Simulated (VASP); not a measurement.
# MgS (P6_3mc) in VASP: a series of runs

The runs below take MgS through single point, with PBEsol.

Everything below comes from runs of VASP 6.6.1. Logs are shortened: lines on timing, memory, paths and dates and some standing lists are left out, and cuts for length are marked.

### Step 1. The cell of the first run

Symmetry: P6_3mc, No. 186, hexagonal system. Conventional cell: a = 4.089 Å, b = 4.089 Å, c = 6.357 Å, α = 90.00°, β = 90.00°, γ = 120.00°. Within 3.2 Å of Mg (site symmetry 3m) lie 4 S at 2.43 to 2.48 Å. Within 3.2 Å of S (site symmetry 3m) lie 4 Mg at 2.43 to 2.48 Å.

### Step 2. Single point, PBEsol (biaxial strain in the a-b plane: +1.5 %)

The input, INCAR:

```
SYSTEM = MgS
ALGO = Normal
EDIFF = 1E-6
ENCUT = 520
GGA = PS
ISIF = 2
ISMEAR = 0
LASPH = .TRUE.
LCHARG = .TRUE.
LELF = .TRUE.
LREAL = .FALSE.
LVHAR = .TRUE.
LWAVE = .FALSE.
NBANDS = 16
NELM = 80
PREC = Accurate
SIGMA = 0.02
```

The input, KPOINTS:

```
k-points
0
G
  6 6 4
  0 0 0
```

The input, POSCAR:

```
MgS
1.0
    4.0892225587      0.0000000000      0.0000000000
   -2.0446112793      3.5413706175      0.0000000000
    0.0000000000      0.0000000000      6.3574554547
Mg S
2 2
Direct
    0.6666666667      0.3333333333      0.4962629879
    0.3333333333      0.6666666667      0.9962629879
    0.3333333333      0.6666666667      0.3787360121
    0.6666666667      0.3333333333      0.8787360121
```

Potentials or basis: VASP PAW PBE potentials, release 64 (Mg, S).

Started as:

```bash
$ cat potpaw_PBE.64/Mg/POTCAR potpaw_PBE.64/S/POTCAR > POTCAR
$ mpirun -np 1 vasp_std > vasp.out
```

OUTCAR:

```text
SYSTEM = MgS
   EDIFF = 1E-6
   ENCUT = 520
   GGA = PS
   ISIF = 2
   ISMEAR = 0
   LASPH = .TRUE.
   LREAL = .FALSE.
   NELM = 80
   PREC = Accurate

 ion  position               nearest neighbor table
   1  0.667  0.333  0.496-   4 2.43   3 2.48   3 2.48   3 2.48
   2  0.333  0.667  0.996-   3 2.43   4 2.48   4 2.48   4 2.48
   3  0.333  0.667  0.379-   2 2.43   1 2.48   1 2.48   1 2.48
   4  0.667  0.333  0.879-   1 2.43   2 2.48   2 2.48   2 2.48

  LATTYP: Found a hexagonal cell.
 ALAT       =     4.0892225587
 C/A-ratio  =     1.5546856067

  Lattice vectors:

 A1 = (   4.0892225587,   0.0000000000,   0.0000000000)
 A2 = (  -2.0446112793,   3.5413706175,   0.0000000000)
 A3 = (   0.0000000000,   0.0000000000,   6.3574554547)

Analysis of symmetry for initial positions (statically):
=====================================================================
 Subroutine PRICEL returns:
 Original cell was already a primitive cell.

 Routine SETGRP: Setting up the symmetry group for a
 hexagonal supercell.

 Subroutine GETGRP returns: Found 12 space group operations
 (whereof  6 operations were pure point group operations)
 out of a pool of 24 trial point group operations.

The static configuration has the point symmetry C_3v.
 The point group associated with its full space group is C_6v.

Analysis of symmetry for dynamics (positions and initial velocities):
=====================================================================
 Subroutine PRICEL returns:
 Original cell was already a primitive cell.

 Routine SETGRP: Setting up the symmetry group for a
 hexagonal supercell.

 Subroutine GETGRP returns: Found 12 space group operations
 (whereof  6 operations were pure point group operations)
 out of a pool of 24 trial point group operations.

The dynamic configuration has the point symmetry C_3v.
 The point group associated with its full space group is C_6v.

 Subroutine INISYM returns: Found 12 space group operations
 (whereof  6 operations are pure point group operations),
 and found     1 'primitive' translations

----------------------------------------------------------------------------------------

                                     Primitive cell

  volume of cell :      92.0652

  direct lattice vectors                    reciprocal lattice vectors
     4.089222559  0.000000000  0.000000000     0.244545262  0.141188273  0.000000000
    -2.044611279  3.541370618  0.000000000     0.000000000  0.282376545  0.000000000
     0.000000000  0.000000000  6.357455455     0.000000000  0.000000000  0.157295636

  length of vectors
     4.089222559  4.089222559  6.357455455     0.282376545  0.282376545  0.157295636

  position of ions in fractional coordinates (direct lattice)
     0.666666667  0.333333333  0.496262988
     0.333333333  0.666666667  0.996262988
     0.333333333  0.666666667  0.378736012
     0.666666667  0.333333333  0.878736012

  ion indices of the primitive-cell ions
   primitive index   ion index
                 1           1
                 2           2
                 3           3
                 4           4

----------------------------------------------------------------------------------------

 KPOINTS: k-points

Automatic generation of k-mesh.
 Grid dimensions read from file:
 generate k-points for:    6    6    4

 Generating k-lattice:

  Cartesian coordinates                     Fractional coordinates (reciprocal lattice)
     0.040757544  0.023531379  0.000000000     0.166666667  0.000000000  0.000000000
     0.000000000  0.047062758  0.000000000     0.000000000  0.166666667  0.000000000
     0.000000000  0.000000000  0.039323909     0.000000000  0.000000000  0.250000000

  Length of vectors
     0.047062758  0.047062758  0.039323909

  Shift w.r.t. Gamma in fractional coordinates (k-lattice)
     0.000000000  0.000000000  0.000000000

 Subroutine IBZKPT returns following result:
 ===========================================

 Found     21 irreducible k-points:

 Following reciprocal coordinates:
            Coordinates               Weight
  0.000000  0.000000  0.000000      1.000000
  0.166667 -0.000000  0.000000      6.000000
  0.333333 -0.000000  0.000000      6.000000
  0.500000  0.000000  0.000000      3.000000
  0.166667  0.166667  0.000000      6.000000
  0.333333  0.166667  0.000000     12.000000
[... 13 lines left out ...]
  0.333333  0.166667  0.500000     12.000000
  0.333333  0.333333  0.500000      2.000000
   k-points           NKPTS =     21   k-points in BZ     NKDIM =     21   number of bands    NBANDS=     16
   number of dos      NEDOS =    301   number of ions     NIONS =      4
   total plane-waves  NPLWV =  43200
   dimension x,y,z NGX =    30 NGY =   30 NGZ =   48
   dimension x,y,z NGXF=    60 NGYF=   60 NGZF=   96
   ions per type =               2   2
   NGX,Y,Z   is equivalent  to a cutoff of  12.20, 12.20, 12.55 a.u.
   NGXF,Y,Z  is equivalent  to a cutoff of  24.39, 24.39, 25.10 a.u.
 SYSTEM =  MgS
   PREC   = accura    normal or accurate (medium, high low for compatibility)
   ISTART =      0    job   : 0-new  1-cont  2-samecut
   ICHARG =      2    charge: 1-file 2-atom 10-const
   ISPIN  =      1    spin polarized calculation?
   LNONCOLLINEAR =      F non collinear calculations
   LSORBIT =      F    spin-orbit coupling
   LASPH  =      T    aspherical Exc in radial PAW
   ENCUT  =  520.0 eV  38.22 Ry    6.18 a.u.   7.60  7.60 11.82*2*pi/ulx,y,z
   NELM   =     80;   NELMIN=  2; NELMDL= -5     # of ELM steps
   EDIFF  = 0.1E-05   stopping-criterion for ELM
   LREAL  =      F    real-space projection
   EDIFFG = 0.1E-04   stopping-criterion for IOM
   NSW    =      0    number of steps for IOM
   IBRION =     -1    ionic relax: 0-MD 1-quasi-New 2-CG
   NFREE  =      0    steps in history (QN), initial steepest desc. (CG)
   ISIF   =      2    stress and relaxation
   ISYM   =      2    0-nonsym 1-usesym 2-fastsym
   POTIM  = 0.5000    time-step for ionic-motion
   TEBEG  =    0.0;   TEEND  =   0.0 temperature during run
   PSTRESS=    0.0 pullay stress
   NELECT =      16.0000    total number of electrons
   NUPDOWN=      -1.0000    fix difference up-down
   EMIN   =  10.00;   EMAX   =-10.00  energy-range for DOS
   EFERMI =   0.00;   METHOD = LEGACY
   ISMEAR =     0;   SIGMA  =   0.02  broadening in eV -4-tet -1-fermi 0-gaus
   EFERMI_NEDOS =   21; number of points for ismear=-14 and -15
   IALGO  =     38    algorithm
   IMIX   =      4    mixing-type and parameters
     AMIX     =   0.40;   BMIX     =  1.00
     AMIX_MAG =   1.60;   BMIX_MAG =  1.00
  volume/ion in A,a.u.               =      23.02       155.32
  Fermi-wavevector in a.u.,A,eV,Ry     =   0.913587  1.726428 11.355971  0.834640
  Thomas-Fermi vector in A             =   2.038115
   LORBIT       =      0    0 simple, 1 ext, 2 COOP (PROOUT), +10 PAW based schemes
   GGA     = PS    functional components
   LHFCALC =     F    Hartree Fock is set to
   AEXX    =    0.0000 exact exchange contribution
   IVDW    =     0    specifies the selected vdW correction
   LEPSILON=     F    determine dielectric tensor
   LRPA    =     F    only Hartree local field effects (RPA)
 non-spin polarized calculation
 Gauss-broadening in eV      SIGMA  =   0.02
  energy-cutoff  :      520.00
  volume of cell :       92.07
 maximum number of plane-waves:      2502
   NGX = 15   NGY = 15   NGZ = 23

 number of electron      15.9999998 magnetization

 Free energy of the ion-electron system (eV)
  ---------------------------------------------------
  ext. energy  EPLUGINS =         0.00000000
  ---------------------------------------------------
  free energy    TOTEN  =       -17.85362881 eV

  energy without entropy =      -17.85362881  energy(sigma->0) =      -17.85362881

 E-fermi :   1.2207     XC(G=0):  -8.5098

 val. band max:        1.0744630957   @ k =   0.0000   0.0000   0.0000
 cond. band min:       4.2405287743   @ k =   0.0000   0.0000   0.0000
 fundamental gap:      3.1660656786
 Fermi energy:         1.2207043529

 k-point     1 :       0.0000    0.0000    0.0000
  band No.  band energies     occupation
      1     -10.3202      2.00000
      2      -9.5550      2.00000
      3      -2.1771      2.00000
      4       0.4090      2.00000
      5       0.4090      2.00000
      6       0.8728      2.00000
[... 8 lines left out ...]
     15       9.4174      0.00000
     16      10.0041      0.00000

 k-point     2 :       0.1667   -0.0000    0.0000
  band No.  band energies     occupation
      1     -10.1929      2.00000
      2      -9.5016      2.00000
      3      -1.9701      2.00000
      4      -0.3266      2.00000
      5       0.1018      2.00000
      6       0.2056      2.00000
[... 8 lines left out ...]
     15       9.5528      0.00000
     16       9.7241      0.00000

 k-point     3 :       0.3333   -0.0000    0.0000
  band No.  band energies     occupation
      1      -9.8891      2.00000
      2      -9.4193      2.00000
      3      -1.5557      2.00000
      4      -1.3130      2.00000
      5      -0.9036      2.00000
      6      -0.1158      2.00000
[... 8 lines left out ...]
     15       9.6385      0.00000
     16      10.8894      0.00000

 k-point     4 :       0.5000    0.0000    0.0000
  band No.  band energies     occupation
      1      -9.6773      2.00000
      2      -9.4237      2.00000
      3      -1.9470      2.00000
      4      -1.3403      2.00000
      5      -0.8707      2.00000
      6      -0.2523      2.00000
[... 8 lines left out ...]
     15      10.1316      0.00000
     16      11.9256      0.00000
[... 267 lines left out ...]
 k-point    19 :       0.1667    0.1667    0.5000
  band No.  band energies     occupation
      1      -9.7166      2.00000
      2      -9.7166      2.00000
      3      -1.4575      2.00000
      4      -1.4575      2.00000
      5       0.0099      2.00000
      6       0.0099      2.00000
[... 8 lines left out ...]
     15       9.7620      0.00000
     16       9.7620      0.00000

 k-point    20 :       0.3333    0.1667    0.5000
  band No.  band energies     occupation
      1      -9.5485      2.00000
      2      -9.5485      2.00000
      3      -1.8883      2.00000
      4      -1.8883      2.00000
      5      -0.4054      2.00000
      6      -0.4054      2.00000
[... 8 lines left out ...]
     15      10.1962      0.00000
     16      10.1962      0.00000

 k-point    21 :       0.3333    0.3333    0.5000
  band No.  band energies     occupation
      1      -9.4909      2.00000
      2      -9.4909      2.00000
      3      -1.7897      2.00000
      4      -1.7897      2.00000
      5      -0.9369      2.00000
      6      -0.9369      2.00000
[... 8 lines left out ...]
     15      10.2132      0.00000
     16      10.2132      0.00000

------------------------ aborting loop because EDIFF is reached ----------------------------------------

  FORCE on cell =-STRESS in cart. coord.  units (eV):
  Direction    XX          YY          ZZ          XY          YZ          ZX
  --------------------------------------------------------------------------------------
  -------------------------------------------------------------------------------------
  Total       -1.1567495     -1.1567495      0.1918488     -0.0000000     -0.0000000      0.0000000
  in kB      -20.1304946    -20.1304946      3.3386757     -0.0000000     -0.0000000      0.0000000
  external PRESSURE =     -12.3074378 kB  Pullay stress =       0.0000000 kB

 VOLUME and BASIS-vectors are now :
 -----------------------------------------------------------------------------
  energy-cutoff  :      520.00
  volume of cell :       92.07
      direct lattice vectors                 reciprocal lattice vectors
     4.089222559  0.000000000  0.000000000     0.244545262  0.141188273  0.000000000
    -2.044611279  3.541370618  0.000000000     0.000000000  0.282376545  0.000000000
     0.000000000  0.000000000  6.357455455     0.000000000  0.000000000  0.157295636

 POSITION                                       TOTAL-FORCE (eV/Angst)
 -----------------------------------------------------------------------------------
      2.04461      1.18046      3.15497         0.000000     -0.000000     -0.170324
     -0.00000      2.36091      6.33370        -0.000000      0.000000     -0.170324
     -0.00000      2.36091      2.40780         0.000000     -0.000000      0.170324
      2.04461      1.18046      5.58653         0.000000      0.000000      0.170324
 -----------------------------------------------------------------------------------
    total drift:                               -0.000000      0.000000     -0.000870

  FREE ENERGIE OF THE ION-ELECTRON SYSTEM (eV)
  ---------------------------------------------------
  free  energy   TOTEN  =       -17.8536288142 eV

  energy  without entropy=      -17.8536288142  energy(sigma->0) =      -17.85362881
```

It took 61 s on 1 thread of Intel Xeon 8259CL, shared host; peak memory 0.2 GiB.

Results:

- Free energy: -17.8536 eV
- Pressure: -1.2 GPa
- Largest force: 0.170 eV/Å
- Band gap on the k mesh: 3.17 eV, direct

Forces on the atoms (eV/Å):
```
Mg   0.000  0.000 -0.170
Mg   0.000  0.000 -0.170
S    0.000  0.000  0.170
S    0.000  0.000  0.170
```

Caveat: the cell differs from its parent crystal (biaxial strain in the a-b plane: +1.5 %); the PAW data sets were made with another functional, which shifts forces and pressure a little.

### Step 3. Single point, PBEsol (biaxial strain in the a-b plane: +3.0 %)

The input, INCAR:

```
PREC     = Accurate       # precision mode
ENCUT    = 520            # plane-wave cutoff, eV
EDIFF    = 1E-7           # SCF threshold, eV
ISMEAR   = 0              # smearing method
SIGMA    = 0.02           # smearing width, eV
LREAL    = F              # projectors in reciprocal space
LASPH    = T              # aspherical terms in the spheres
NELM     = 80             # most SCF steps
ALGO     = Normal         # electronic algorithm
ISIF     = 2              # what is computed and relaxed
LWAVE    = F              # write WAVECAR
LCHARG   = F              # write CHGCAR
GGA      = PS             # functional
NBANDS   = 16             # bands
```

The input, KPOINTS:

```
Automatic mesh
0
Gamma
  6 6 4
```

The input, POSCAR:

```
MgS
1.0
    4.1496544191      0.0000000000      0.0000000000
   -2.0748272096      3.5937061439      0.0000000000
    0.0000000000      0.0000000000      6.2997187250
Mg S
2 2
Direct
    0.6666666667      0.3333333333      0.4923853559
    0.3333333333      0.6666666667      0.9923853559
    0.3333333333      0.6666666667      0.3826136441
    0.6666666667      0.3333333333      0.8826136441
```

Potentials or basis: VASP PAW PBE potentials, release 64 (Mg, S).

Started as:

```bash
$ cat potpaw_PBE.64/Mg/POTCAR potpaw_PBE.64/S/POTCAR > POTCAR
$ mpirun -np 1 vasp_std > vasp.out
```

Wall time 54 s (1 thread of Intel Xeon 8259CL, shared host); peak memory 0.22 GiB.

Results (log left out):

- Free energy: -17.8222 eV
- Pressure: -2.4 GPa
- Largest force: 0.082 eV/Å
- Band gap on the k mesh: 2.96 eV, direct

Forces on the atoms (eV/Å):
```
Mg   0.000  0.000 -0.082
Mg   0.000  0.000 -0.082
S    0.000  0.000  0.082
S    0.000  0.000  0.082
```

Stress tensor (GPa, compression positive):
```
-3.26  0.00  0.00
 0.00 -3.26  0.00
 0.00  0.00 -0.71
```

Levels at points of the mesh, in eV from the valence-band top:
```
           k point  band 6  band 7  band 8  band 9  band 10  band 11
(0.00, 0.00, 0.00)   -0.33   -0.33    0.00    2.96     4.07     6.98
(0.50, 0.00, 0.00)   -1.47   -1.03   -0.58    4.29     5.00     5.55
(0.00, 0.00, 0.50)   -0.59   -0.59   -0.59    4.41     4.41     7.12
(0.50, 0.00, 0.50)   -1.07   -0.81   -0.81    4.39     4.39     6.09
```

Caveat: the cell differs from its parent crystal (biaxial strain in the a-b plane: +3.0 %); the PAW data sets were made with another functional, which shifts forces and pressure a little.

### Step 4. Single point, PBEsol (biaxial strain in the a-b plane: +4.5 %)

The input, INCAR:

```
PREC = Accurate
ENCUT = 520
EDIFF = 1E-6
ISMEAR = 0
SIGMA = 0.02
LREAL = F
LASPH = T
NELM = 60
ALGO = Normal
ISIF = 2
LWAVE = F
LCHARG = F
GGA = PS
NBANDS = 16
```

KPOINTS is that of step 3.

The input, POSCAR:

```
MgS
1.0
    4.2100862796      0.0000000000      0.0000000000
   -2.1050431398      3.6460416703      0.0000000000
    0.0000000000      0.0000000000      6.2419819954
Mg S
2 2
Direct
    0.6666666667      0.3333333333      0.4874377481
    0.3333333333      0.6666666667      0.9874377481
    0.3333333333      0.6666666667      0.3875612519
    0.6666666667      0.3333333333      0.8875612519
```

Started as:

```bash
$ cat potpaw_PBE.64/Mg/POTCAR potpaw_PBE.64/S/POTCAR > POTCAR
$ mpirun -np 1 vasp_std > vasp.out
```

Wall time 51 s (1 thread of Intel Xeon 8259CL, shared host); peak memory 0.22 GiB.

Results (log left out):

| Item | Value |
| --- | --- |
| Free energy | -17.7672 eV |
| Pressure | -3.6 GPa |
| Largest force | 0.038 eV/Å |
| Band gap on the k mesh | 2.75 eV, direct |

Forces in eV/Å, atoms in the order of the input:
```
Mg   0.000  0.000  0.038
Mg   0.000  0.000  0.038
S    0.000  0.000 -0.038
S    0.000  0.000 -0.038
```

Stress tensor (GPa, compression positive):
```
-4.35  0.00  0.00
 0.00 -4.35  0.00
 0.00  0.00 -2.02
```

Levels at points of the mesh, in eV from the valence-band top:
```tsv
k point	band 5	band 6	band 7	band 8	band 9	band 10	band 11	band 12
(0.00, 0.00, 0.00)	-1.00	-0.47	-0.47	0.00	2.75	3.78	6.74	6.74
(0.50, 0.00, 0.00)	-2.01	-1.61	-1.06	-0.68	4.09	4.86	5.50	6.99
(0.00, 0.00, 0.50)	-0.74	-0.74	-0.74	-0.74	4.20	4.20	6.87	6.87
(0.50, 0.00, 0.50)	-1.20	-1.20	-0.82	-0.82	4.28	4.28	5.98	5.98
```

Caveat: the cell differs from its parent crystal (biaxial strain in the a-b plane: +4.5 %); the PAW data sets were made with another functional, which shifts forces and pressure a little.

### Step 5. Single point, PBEsol

This run uses another cell than the first one, of 22.54 Å³/atom, 0.979 times its volume.

The input, INCAR:

```
SYSTEM = MgS
  ALGO = Normal
  EDIFF = 1E-6
  ENCUT = 600
  GGA = PS
  GGA_COMPAT = .False.
  ISIF = 2
  ISMEAR = 0
  LASPH = .True.
  LCHARG = .False.
  LREAL = .False.
  LWAVE = .False.
  NBANDS = 16
  NELM = 120
  PREC = Accurate
  SIGMA = 0.02
```

The input, KPOINTS:

```
k-points
0
Gamma
  6 6 4
  0 0 0
```

The input, POSCAR:

```
MgS
1.0
    4.0287907047      0.0000000000      0.0000000000
   -2.0143953523      3.4890350968      0.0000000000
    0.0000000000      0.0000000000      6.4151921580
Mg S
2 2
Direct
    0.6666666667      0.3333333333      0.4962629880
    0.3333333333      0.6666666667      0.9962629880
    0.3333333333      0.6666666667      0.3787360120
    0.6666666667      0.3333333333      0.8787360120
```

Started as:

```bash
$ cat potpaw_PBE.64/Mg/POTCAR potpaw_PBE.64/S/POTCAR > POTCAR
$ mpirun -np 1 vasp_std > vasp.out
```

Wall time 27 s (1 thread of Intel Xeon 6975P-C, shared host); peak memory 0.24 GiB.

Results (log left out):

```yaml
Free_energy: -17.8731 eV
Pressure: -0.1 GPa
Band_gap_on_the_k_mesh: 3.30 eV, direct
```

Forces in eV/Å, atoms in the order of the input:
```
Mg   0.000  0.000  0.003
Mg   0.000  0.000  0.003
S    0.000  0.000 -0.003
S    0.000  0.000 -0.003
```

Levels at points of the mesh, in eV from the valence-band top:
```
           k point  band 5  band 6  band 7  band 8  band 9  band 10  band 11  band 12
(0.00, 0.00, 0.00)   -0.58   -0.15   -0.15    0.00    3.30     4.58     7.40     7.40
(0.50, 0.00, 0.00)   -1.93   -1.27   -0.96   -0.47    4.59     5.07     5.71     7.39
(0.00, 0.00, 0.50)   -0.38   -0.38   -0.38   -0.38    4.80     4.80     7.52     7.52
(0.50, 0.00, 0.50)   -0.91   -0.91   -0.82   -0.82    4.50     4.50     6.21     6.21
```

Caveat: the PAW data sets were made with another functional, which shifts forces and pressure a little.

### Step 6. Summary

| cell | cutoff (eV) | gap on the mesh (eV) | pressure (GPa) | largest force (eV/Å) |
| --- | --- | --- | --- | --- |
| a = 4.089, b = 4.089, c = 6.357 Å, angles 90.0, 90.0, 120.0°, 4 atoms | 520 | 3.17 | -1.2 | 0.17 |
| a = 4.150, b = 4.150, c = 6.300 Å, angles 90.0, 90.0, 120.0°, 4 atoms | 520 | 2.96 | -2.4 | 0.08 |
| a = 4.210, b = 4.210, c = 6.242 Å, angles 90.0, 90.0, 120.0°, 4 atoms | 520 | 2.75 | -3.6 | 0.04 |
| a = 4.029, b = 4.029, c = 6.415 Å, angles 90.0, 90.0, 120.0°, 4 atoms | 600 | 3.30 | -0.1 | - |

Alike in all rows: task single point; level PBEsol; potentials or basis VASP PAW PBE potentials, release 64 (Mg, S); no spin polarisation; k mesh 6 × 6 × 4; smearing gaussian 0.02 eV.

Caveats: the PAW data sets were made with another functional, which shifts forces and pressure a little.

Absolute energies hang on the potentials; compare differences alone.
